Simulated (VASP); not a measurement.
A run of VASP 6.6.1:

POSCAR

```
InP
1.0
    2.9388998720      2.9388998720      0.0000000000
   -2.9388998720      2.9388998720      0.0000000000
    0.0000000000      2.9388998720      2.9625292177
In P
1 1
Direct
    0.0000000000      0.0000000000      0.0000000000
    0.7500000000      0.2500000000      0.5000000000
```

The input INCAR.step1:

```
SYSTEM = InP
PREC = Accurate
ENCUT = 520
ISMEAR = 0
SIGMA = 0.01
LREAL = .False.
LASPH = .True.
NELM = 80
NBANDS = 16
GGA = PE
ALGO = Normal
EDIFF = 1E-4
LWAVE = .True.
LCHARG = .False.
```

The input INCAR.step2:

```
SYSTEM = InP
PREC = Accurate
ENCUT = 520
EDIFF = 1E-6
ISMEAR = 0
SIGMA = 0.01
LREAL = .False.
LASPH = .True.
NELM = 80
ALGO = Normal
ISIF = 2
LWAVE = .False.
LCHARG = .False.
METAGGA = R2SCAN
LMIXTAU = .True.
NBANDS = 16
ISTART = 1
```

KPOINTS

```
Automatic mesh
0
Gamma
  8 8 8
  0 0 0
```

Potentials or basis: VASP PAW PBE potentials, release 64 (In_d, P).

Launch:

```sh
$ cat potpaw_PBE.64/In_d/POTCAR potpaw_PBE.64/P/POTCAR > POTCAR
$ cp INCAR.step1 INCAR
$ mpirun -np 1 vasp_std > vasp.out
$ cp INCAR.step2 INCAR
$ mpirun -np 1 vasp_std > vasp.out
```

Hardware: 1 thread of Intel(R) Xeon(R) Platinum 8259CL CPU @ 2.50GHz (Skylake/Cascade Lake) (shared host).

**Question.** How long does it take, and how much memory?

**Answer.** Run time: 2.2 min on 1 thread of Intel(R) Xeon(R) Platinum 8259CL CPU @ 2.50GHz (Skylake/Cascade Lake), on a shared host, peak memory 0.21 GiB. Counts: k points 59.
